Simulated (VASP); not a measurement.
HfB:

```
Hf B
1.0
     0.00000    2.31000    2.31000
     2.31000    0.00000    2.31000
     2.31000    2.31000    0.00000
Hf B
1 1
Direct
  0.50000 0.50000 0.50000
  0.00000 0.00000 0.00000
```

Base run:

- Program: VASP 6.6.1
- Functional: r2SCAN
- Potentials or basis: VASP PAW PBE potentials, release 64 (Hf_pv, B)
- Cutoff: 550 eV
- k mesh: 8 × 8 × 8
- Occupations: gaussian, width 0.05 eV
- Spin: no spin polarisation

Its results: band gap on the k mesh zero (an odd number of electrons rules out a gap without spin polarisation); pressure 29.8 GPa.

Task: The run is repeated on the same cell with these changes: functional from r2SCAN to PBE; cutoff from 550 eV to 500 eV; k mesh from 8 × 8 × 8 to 10 × 10 × 10. What comes out?

Result: Band gap on the k mesh zero (an odd number of electrons rules out a gap without spin polarisation); pressure 30.3 GPa.

Several settings changed at once.

Caveats: the cell stands under pressure; spin-orbit coupling is left out, which moves the levels of the heavy elements; an odd number of electrons without spin polarisation forces a metal; a magnetic or distorted state may lie lower; the PAW data sets were made with another functional, which shifts forces and pressure a little (at least some runs).
